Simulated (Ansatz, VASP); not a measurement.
**TaN in VASP and in Ansatz**

The input INCAR:

```
ALGO = Normal ; EDIFF = 1E-8
ENCUT = 520 ; ISIF = 2
ISMEAR = -1 ; LASPH = True
LCHARG = False ; LEFG = True
LREAL = False ; LWAVE = False
NBANDS = 24 ; NELM = 80
PREC = Accurate ; SIGMA = 0.03
```

Contents of KPOINTS:

```
k-points
0
Gamma
  9 9 5
```

POSCAR

```
TaN
1.0
    2.9877386998      0.0000000000      0.0000000000
   -1.4938693500      2.5874576140      0.0000000000
    0.0000000000      0.0000000000      4.8391553770
Ta N
2 2
Direct
    0.3333333333      0.6666666667      0.0000000000
    0.6666666667      0.3333333333      0.5000000000
    0.3333333333      0.6666666667      0.3850000000
    0.6666666667      0.3333333333      0.8850000000
```

Input for Ansatz:

```yaml
crystal:
  lattice:
    - [2.9877386998, 0.0, 0.0]
    - [-1.49386935, 2.587457614, 0.0]
    - [0.0, 0.0, 4.839155377]
  atoms:
    - { symbol: Ta, position: [0.3333333333, 0.6666666667, 0.0] }
    - { symbol: Ta, position: [0.6666666667, 0.3333333333, 0.5] }
    - { symbol: "N", position: [0.3333333333, 0.6666666667, 0.385] }
    - { symbol: "N", position: [0.6666666667, 0.3333333333, 0.885] }
kpoints:
  mp_grid: { grid: [9, 9, 5] }
scf:
  occupations: { method: fermi_dirac, width: 0.03 }
hamiltonian:
  xc: lda
  pseudopotentials: { kind: all_electron, datasets: crystal }
output:
  forces: true
  stress: true
  eigenvalues: true
  efg: { contact_densities: true }
```

Change from the starting cell: volume scaled by 0.94, crystal datasets.

Alike in both runs: task electric field gradients; functional LDA; k mesh 9 × 9 × 5; occupations fermi-dirac, width 0.03 eV; no spin polarisation.

```csv
,VASP,Ansatz
version,VASP 6.6.1,Ansatz 0.2.0
potentials or method,"VASP PAW LDA potentials, release 64 (Ta_pv, N), cutoff 520 eV","all-electron PAW with datasets made for the crystal, scalar-relativistic"
```

|  | VASP | Ansatz | Ansatz less VASP |
| --- | --- | --- | --- |
| pressure (GPa) | 170.9 | 162.4 | -8.54 |
| traceless stress, the component that is largest in VASP (GPa) | -22.65 | -21.69 | +0.956 |
| rms of the force components (eV/Å) | 1.391 | 1.371 | -0.0201 |
| size of Vzz on the site where it differs most (V/Å²) | 132.3 | 125.2 | -7.11 |

LDA's correlation is that of Perdew and Zunger in VASP and of Perdew and Wang (1992) in Ansatz. Atom by atom the forces differ by 0.020 eV/Å (rms over components). Both programs put the cell under a high pressure, so it lies far from rest at this level. Ansatz ran all-electron here, and VASP with PAW potentials.

Neither program's run includes spin-orbit coupling. Noted on VASP's run: the cell as given lies far from equilibrium.
